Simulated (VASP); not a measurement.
# Pd (P6_3/mmc) in VASP: a series of runs

Runs on Pd. Level: PBEsol. Tasks: single point.

All numbers are computed with VASP 6.6.1; they aren't measurements. Logs are shortened: lines on timing, memory, paths and dates and some standing lists are left out, and cuts for length are marked.

## 1. The cell of the first run

The structure is hexagonal, space group P6_3/mmc (No. 194). The conventional cell has a = 2.604 Å, b = 2.604 Å, c = 4.382 Å, α = 90.00°, β = 90.00°, γ = 120.00°. Within 3.4 Å of Pd (site symmetry -6m2) lie 12 Pd at 2.60 to 2.66 Å.

## 2. Single point, PBEsol, collinear spin, antiferromagnetic start (volume scaled by 0.88)

Contents of INCAR:

```
SYSTEM = Pd
ALGO = Normal ; EDIFF = 1E-6
ENCUT = 520 ; GGA = PS
ISIF = 2 ; ISMEAR = -1
ISPIN = 2 ; LASPH = .True.
LCHARG = .True. ; LELF = .True.
LMAXMIX = 4 ; LORBIT = 11
LREAL = .False. ; LVHAR = .True.
LWAVE = .False. ; MAGMOM = 0.5 -0.5
NBANDS = 21 ; NELM = 150
PREC = Accurate ; SIGMA = 0.05
```

Contents of KPOINTS:

```
k-points
0
Gamma
  15 15 8
  0 0 0
```

Contents of POSCAR:

```
Pd
1.0
    2.6039376873      0.0000000000      0.0000000000
   -1.3019688436      2.2550761871      0.0000000000
    0.0000000000      0.0000000000      4.3819704495
Pd
2
Direct
    0.3333333333      0.6666666667      0.2500000000
    0.6666666667      0.3333333333      0.7500000000
```

Potentials or basis: VASP PAW PBE potentials, release 64 (Pd).

Command:

```sh
cat potpaw_PBE.64/Pd/POTCAR > POTCAR
mpirun -np 1 vasp_std > vasp.out
```

OUTCAR:

```text
SYSTEM = Pd
   EDIFF = 1E-6
   ENCUT = 520
   GGA = PS
   ISIF = 2
   ISMEAR = -1
   ISPIN = 2
   LASPH = .True.
   LORBIT = 11
   LREAL = .False.
   NELM = 150
   PREC = Accurate

 ion  position               nearest neighbor table
   1  0.333  0.667  0.250-   2 2.66   2 2.66   2 2.66   2 2.66   2 2.66   2 2.66
   2  0.667  0.333  0.750-   1 2.66   1 2.66   1 2.66   1 2.66   1 2.66   1 2.66

  LATTYP: Found a hexagonal cell.
 ALAT       =     2.6039376873
 C/A-ratio  =     1.6828246201

  Lattice vectors:

 A1 = (   2.6039376873,   0.0000000000,   0.0000000000)
 A2 = (  -1.3019688436,   2.2550761871,   0.0000000000)
 A3 = (   0.0000000000,   0.0000000000,   4.3819704495)

Analysis of symmetry for initial positions (statically):
=====================================================================
 Subroutine PRICEL returns:
 Original cell was already a primitive cell.

 Routine SETGRP: Setting up the symmetry group for a
 hexagonal supercell.

 Subroutine GETGRP returns: Found 24 space group operations
 (whereof 12 operations were pure point group operations)
 out of a pool of 24 trial point group operations.

The static configuration has the point symmetry D_3d.
 The point group associated with its full space group is D_6h.

Analysis of symmetry for dynamics (positions and initial velocities):
=====================================================================
 Subroutine PRICEL returns:
 Original cell was already a primitive cell.

 Routine SETGRP: Setting up the symmetry group for a
 hexagonal supercell.

 Subroutine GETGRP returns: Found 24 space group operations
 (whereof 12 operations were pure point group operations)
 out of a pool of 24 trial point group operations.

The dynamic configuration has the point symmetry D_3d.
 The point group associated with its full space group is D_6h.

Analysis of structural, dynamic, and magnetic symmetry:
=====================================================================
 Subroutine PRICEL returns:
 Original cell was already a primitive cell.

 Routine SETGRP: Setting up the symmetry group for a
 hexagonal supercell.

 Subroutine GETGRP returns: Found 24 space group operations
 (whereof 12 operations were pure point group operations)
 out of a pool of 24 trial point group operations.

The overall configuration has the point symmetry D_3d.
 The point group associated with its full space group is D_6h.

 Subroutine INISYM returns: Found 24 space group operations
 (whereof 12 operations are pure point group operations),
 and found     1 'primitive' translations

----------------------------------------------------------------------------------------

                                     Primitive cell

  volume of cell :      25.7313

  direct lattice vectors                    reciprocal lattice vectors
     2.603937687  0.000000000  0.000000000     0.384033767  0.221721999  0.000000000
    -1.301968844  2.255076187  0.000000000     0.000000000  0.443443998  0.000000000
     0.000000000  0.000000000  4.381970449     0.000000000  0.000000000  0.228207837

  length of vectors
     2.603937687  2.603937687  4.381970449     0.443443998  0.443443998  0.228207837

  position of ions in fractional coordinates (direct lattice)
     0.333333333  0.666666667  0.250000000
     0.666666667  0.333333333  0.750000000

  ion indices of the primitive-cell ions
   primitive index   ion index
                 1           1
                 2           2

----------------------------------------------------------------------------------------

 KPOINTS: k-points

Automatic generation of k-mesh.
 Grid dimensions read from file:
 generate k-points for:   15   15    8

 Generating k-lattice:

  Cartesian coordinates                     Fractional coordinates (reciprocal lattice)
     0.025602251  0.014781467  0.000000000     0.066666667  0.000000000  0.000000000
     0.000000000  0.029562933  0.000000000     0.000000000  0.066666667  0.000000000
     0.000000000  0.000000000  0.028525980     0.000000000  0.000000000  0.125000000

  Length of vectors
     0.029562933  0.029562933  0.028525980

  Shift w.r.t. Gamma in fractional coordinates (k-lattice)
     0.000000000  0.000000000  0.000000000

 Subroutine IBZKPT returns following result:
 ===========================================

 Found    135 irreducible k-points:

 Following reciprocal coordinates:
            Coordinates               Weight
  0.000000  0.000000  0.000000      1.000000
  0.066667  0.000000  0.000000      6.000000
  0.133333  0.000000  0.000000      6.000000
  0.200000 -0.000000  0.000000      6.000000
  0.266667  0.000000  0.000000      6.000000
  0.333333  0.000000  0.000000      6.000000
[... 16 lines left out ...]
  0.333333  0.200000  0.000000     12.000000
  0.400000  0.200000  0.000000      6.000000
 [... further k-points ...]
   k-points           NKPTS =    135   k-points in BZ     NKDIM =    135   number of bands    NBANDS=     21
   number of dos      NEDOS =    301   number of ions     NIONS =      2
   total plane-waves  NPLWV =  14400
   dimension x,y,z NGX =    20 NGY =   20 NGZ =   36
   dimension x,y,z NGXF=    40 NGYF=   40 NGZF=   72
   ions per type =               2
   NGX,Y,Z   is equivalent  to a cutoff of  12.77, 12.77, 13.66 a.u.
   NGXF,Y,Z  is equivalent  to a cutoff of  25.54, 25.54, 27.32 a.u.
 SYSTEM =  Pd
   PREC   = accura    normal or accurate (medium, high low for compatibility)
   ISTART =      0    job   : 0-new  1-cont  2-samecut
   ICHARG =      2    charge: 1-file 2-atom 10-const
   ISPIN  =      2    spin polarized calculation?
   LNONCOLLINEAR =      F non collinear calculations
   LSORBIT =      F    spin-orbit coupling
   LASPH  =      T    aspherical Exc in radial PAW
   ENCUT  =  520.0 eV  38.22 Ry    6.18 a.u.   4.84  4.84  8.15*2*pi/ulx,y,z
   NELM   =    150;   NELMIN=  2; NELMDL= -5     # of ELM steps
   EDIFF  = 0.1E-05   stopping-criterion for ELM
   LREAL  =      F    real-space projection
   EDIFFG = 0.1E-04   stopping-criterion for IOM
   NSW    =      0    number of steps for IOM
   IBRION =     -1    ionic relax: 0-MD 1-quasi-New 2-CG
   NFREE  =      0    steps in history (QN), initial steepest desc. (CG)
   ISIF   =      2    stress and relaxation
   ISYM   =      2    0-nonsym 1-usesym 2-fastsym
   POTIM  = 0.5000    time-step for ionic-motion
   TEBEG  =    0.0;   TEEND  =   0.0 temperature during run
   PSTRESS=    0.0 pullay stress
   NELECT =      20.0000    total number of electrons
   NUPDOWN=      -1.0000    fix difference up-down
   EMIN   =  10.00;   EMAX   =-10.00  energy-range for DOS
   EFERMI =   0.00;   METHOD = LEGACY
   ISMEAR =    -1;   SIGMA  =   0.05  broadening in eV -4-tet -1-fermi 0-gaus
   EFERMI_NEDOS =   21; number of points for ismear=-14 and -15
   IALGO  =     38    algorithm
   IMIX   =      4    mixing-type and parameters
     AMIX     =   0.40;   BMIX     =  1.00
     AMIX_MAG =   1.60;   BMIX_MAG =  1.00
  volume/ion in A,a.u.               =      12.87        86.82
  Fermi-wavevector in a.u.,A,eV,Ry     =   1.505212  2.844439 30.826229  2.265664
  Thomas-Fermi vector in A             =   2.616091
   LORBIT       =     11    0 simple, 1 ext, 2 COOP (PROOUT), +10 PAW based schemes
   GGA     = PS    functional components
   LHFCALC =     F    Hartree Fock is set to
   AEXX    =    0.0000 exact exchange contribution
   IVDW    =     0    specifies the selected vdW correction
   LEPSILON=     F    determine dielectric tensor
   LRPA    =     F    only Hartree local field effects (RPA)
 spin polarized calculation
  energy-cutoff  :      520.00
  volume of cell :       25.73
 maximum number of plane-waves:       714
 NGX is ok and might be reduce to    20
   NGX =  9   NGY =  9   NGZ = 17

 number of electron      20.0000005 magnetization       0.0000000

 number of electron      20.0000005 magnetization      -0.0000000

 Free energy of the ion-electron system (eV)
  ---------------------------------------------------
  ext. energy  EPLUGINS =         0.00000000
  ---------------------------------------------------
  free energy    TOTEN  =       -11.52919633 eV

  energy without entropy =      -11.49473269  energy(sigma->0) =      -11.51196451

 E-fermi :  12.1418     XC(G=0): -14.2438

 val. band max:       12.1386178157   @ k =   0.2000   0.2000   0.3750
 cond. band min:      12.1486432461   @ k =   0.4000   0.0667   0.1250
 fundamental gap:      0.0100254304
 Fermi energy:        12.1418319413

 spin component 1

 k-point     1 :       0.0000    0.0000    0.0000
  band No.  band energies     occupation
      1       3.7618      1.00000
      2       5.5949      1.00000
      3       8.3528      1.00000
      4       8.6809      1.00000
      5       8.6809      1.00000
      6       9.1171      1.00000
[... 13 lines left out ...]
     20      37.4634      0.00000
     21      37.8506      0.00000

 k-point     2 :       0.0667    0.0000    0.0000
  band No.  band energies     occupation
      1       3.9288      1.00000
      2       5.7224      1.00000
      3       8.2671      1.00000
      4       8.7427      1.00000
      5       8.8040      1.00000
      6       9.0511      1.00000
[... 13 lines left out ...]
     20      37.6409      0.00000
     21      37.7496      0.00000

 k-point     3 :       0.1333    0.0000    0.0000
  band No.  band energies     occupation
      1       4.4038      1.00000
      2       6.0541      1.00000
      3       8.0409      1.00000
      4       8.7832      1.00000
      5       9.0753      1.00000
      6       9.1634      1.00000
[... 13 lines left out ...]
     20      37.7547      0.00000
     21      38.1498      0.00000
[... 457 lines left out ...]
 k-point    23 :       0.3333    0.2000    0.0000
  band No.  band energies     occupation
      1       6.4325      1.00000
      2       6.6188      1.00000
      3       7.0256      1.00000
      4       8.3805      1.00000
      5       8.4475      1.00000
      6       8.9166      1.00000
[... 13 lines left out ...]
     20      37.7335      0.00000
     21      37.7793      0.00000

 k-point    24 :       0.4000    0.2000    0.0000
  band No.  band energies     occupation
      1       6.3579      1.00000
      2       6.5547      1.00000
      3       7.0170      1.00000
      4       8.4488      1.00000
      5       8.6569      1.00000
      6       8.7499      1.00000
[... 13 lines left out ...]
     20      37.7289      0.00000
     21      37.7794      0.00000

 [... further k-points ...]

 spin component 2

 k-point     1 :       0.0000    0.0000    0.0000
  band No.  band energies     occupation
      1       3.7618      1.00000
      2       5.5949      1.00000
      3       8.3528      1.00000
      4       8.6809      1.00000
      5       8.6809      1.00000
      6       9.1171      1.00000
[... 13 lines left out ...]
     20      37.4634      0.00000
     21      37.7705      0.00000

 k-point     2 :       0.0667    0.0000    0.0000
  band No.  band energies     occupation
      1       3.9288      1.00000
      2       5.7224      1.00000
      3       8.2671      1.00000
      4       8.7427      1.00000
      5       8.8040      1.00000
      6       9.0511      1.00000
[... 13 lines left out ...]
     20      37.6409      0.00000
     21      37.7504      0.00000

 k-point     3 :       0.1333    0.0000    0.0000
  band No.  band energies     occupation
      1       4.4038      1.00000
      2       6.0541      1.00000
      3       8.0409      1.00000
      4       8.7832      1.00000
      5       9.0753      1.00000
      6       9.1634      1.00000
[... 13 lines left out ...]
     20      37.7365      0.00000
     21      38.1497      0.00000
[... 457 lines left out ...]
 k-point    23 :       0.3333    0.2000    0.0000
  band No.  band energies     occupation
      1       6.4325      1.00000
      2       6.6188      1.00000
      3       7.0256      1.00000
      4       8.3805      1.00000
      5       8.4475      1.00000
      6       8.9166      1.00000
[... 13 lines left out ...]
     20      37.7335      0.00000
     21      37.7793      0.00000

 k-point    24 :       0.4000    0.2000    0.0000
  band No.  band energies     occupation
      1       6.3579      1.00000
      2       6.5547      1.00000
      3       7.0170      1.00000
      4       8.4488      1.00000
      5       8.6569      1.00000
      6       8.7499      1.00000
[... 13 lines left out ...]
     20      37.7289      0.00000
     21      37.7794      0.00000

 [... further k-points ...]
[... 5 lines left out ...]
  --------------------------------------------------------------------------------------
  -------------------------------------------------------------------------------------
  Total        5.8686155      5.8686155      5.5289658      0.0000000      0.0000000      0.0000000
  in kB      365.4138351    365.4138351    344.2652881      0.0000000      0.0000000      0.0000000
  external PRESSURE =     358.3643194 kB  Pullay stress =       0.0000000 kB

 VOLUME and BASIS-vectors are now :
 -----------------------------------------------------------------------------
  energy-cutoff  :      520.00
  volume of cell :       25.73
      direct lattice vectors                 reciprocal lattice vectors
     2.603937687  0.000000000  0.000000000     0.384033767  0.221721999  0.000000000
    -1.301968844  2.255076187  0.000000000     0.000000000  0.443443998  0.000000000
     0.000000000  0.000000000  4.381970449     0.000000000  0.000000000  0.228207837

 POSITION                                       TOTAL-FORCE (eV/Angst)
 -----------------------------------------------------------------------------------
     -0.00000      1.50338      1.09549        -0.000000      0.000000      0.000000
      1.30197      0.75169      3.28648         0.000000     -0.000000      0.000000
 -----------------------------------------------------------------------------------
    total drift:                               -0.000000      0.000000     -0.000000

  FREE ENERGIE OF THE ION-ELECTRON SYSTEM (eV)
  ---------------------------------------------------
  free  energy   TOTEN  =       -11.5291963311 eV

  energy  without entropy=      -11.4947326909  energy(sigma->0) =      -11.51196451

 total charge

# of ion       s       p       d       tot
------------------------------------------
    1        0.557   0.645   8.575   9.776
    2        0.557   0.645   8.575   9.776
--------------------------------------------------
tot          1.114   1.289  17.149  19.552

 magnetization (x)

# of ion       s       p       d       tot
------------------------------------------
    1        0.000   0.000   0.000   0.000
    2       -0.000  -0.000  -0.000  -0.000
--------------------------------------------------
tot          0.000   0.000   0.000   0.000
```

It took 5.2 min on 1 thread of AMD EPYC 7R13, shared host; peak memory 0.19 GiB.

What came out:

```yaml
Free_energy: -11.5292 eV
Pressure: 35.8 GPa
Band_gap_on_the_k_mesh: zero (filled and empty bands overlap)
Net_moment: 0.00 μB per cell
Valence_electrons_inside_the_program's_atomic_spheres: Pd 9.78
```

Levels at points of the mesh, in eV from the Fermi level:
Spin up:
```tsv
k point	band 8	band 9	band 10	band 11	band 12	band 13
(0.00, 0.00, 0.00)	-2.04	-2.04	-0.29	-0.29	0.30	7.94
(0.00, 0.00, 0.50)	-3.49	-0.86	-0.86	-0.86	-0.86	14.89
```
Spin down:
| k point | band 8 | band 9 | band 10 | band 11 | band 12 | band 13 |
| --- | --- | --- | --- | --- | --- | --- |
| (0.00, 0.00, 0.00) | -2.04 | -2.04 | -0.29 | -0.29 | 0.30 | 7.94 |
| (0.00, 0.00, 0.50) | -3.49 | -0.86 | -0.86 | -0.86 | -0.86 | 14.89 |

Caveat: the PAW data sets were made with another functional, which shifts forces and pressure a little.

## 3. Single point, PBEsol, collinear spin, antiferromagnetic start (volume scaled by 0.92)

Contents of INCAR:

```
PREC = Accurate ; ENCUT = 520
EDIFF = 1E-6 ; ISMEAR = -1
SIGMA = 0.05 ; LREAL = F
LASPH = T ; NELM = 150
ALGO = Normal ; ISIF = 2
LWAVE = F ; LCHARG = F
ISPIN = 2 ; MAGMOM = 0.5 -0.5
LORBIT = 11 ; LMAXMIX = 4
GGA = PS ; NBANDS = 21
```

Contents of KPOINTS:

```
Automatic mesh
0
Gamma
  15 15 8
```

Contents of POSCAR:

```
Pd
1.0
    2.6428081596      0.0000000000      0.0000000000
   -1.3214040798      2.2887390035      0.0000000000
    0.0000000000      0.0000000000      4.4473826372
Pd
2
Direct
    0.3333333333      0.6666666667      0.2500000000
    0.6666666667      0.3333333333      0.7500000000
```

Potentials or basis: VASP PAW PBE potentials, release 64 (Pd).

Command:

```sh
cat potpaw_PBE.64/Pd/POTCAR > POTCAR
mpirun -np 1 vasp_std > vasp.out
```

Wall time 5.5 min (1 thread of AMD EPYC 7R13, shared host); peak memory 0.2 GiB.

Results (log left out):

```yaml
Free_energy: -11.7339 eV
Pressure: 20.6 GPa
Band_gap_on_the_k_mesh: zero (filled and empty bands overlap)
Net_moment: 0.00 μB per cell
Valence_electrons_inside_the_program's_atomic_spheres: Pd 9.65
```

Stress tensor (GPa, compression positive):
```
21.08  0.00  0.00
 0.00 21.08  0.00
 0.00  0.00 19.59
```

Levels at points of the mesh, in eV from the Fermi level:
Spin up:
| k point | band 7 | band 8 | band 9 | band 10 | band 11 | band 12 | band 13 | band 14 |
| --- | --- | --- | --- | --- | --- | --- | --- | --- |
| (0.00, 0.00, 0.00) | -2.82 | -1.89 | -1.89 | -0.27 | -0.27 | 0.42 | 7.56 | 17.21 |
| (0.00, 0.00, 0.50) | -3.25 | -3.25 | -0.81 | -0.81 | -0.81 | -0.81 | 14.56 | 14.56 |
Spin down:
| k point | band 6 | band 7 | band 8 | band 9 | band 10 | band 11 | band 12 | band 13 | band 14 | band 15 |
| --- | --- | --- | --- | --- | --- | --- | --- | --- | --- | --- |
| (0.00, 0.00, 0.00) | -2.82 | -2.82 | -1.89 | -1.89 | -0.27 | -0.27 | 0.42 | 7.56 | 17.21 | 18.69 |
| (0.00, 0.00, 0.50) | -3.25 | -3.25 | -3.25 | -0.81 | -0.81 | -0.81 | -0.81 | 14.56 | 14.56 | 17.89 |

Caveat: the PAW data sets were made with another functional, which shifts forces and pressure a little.
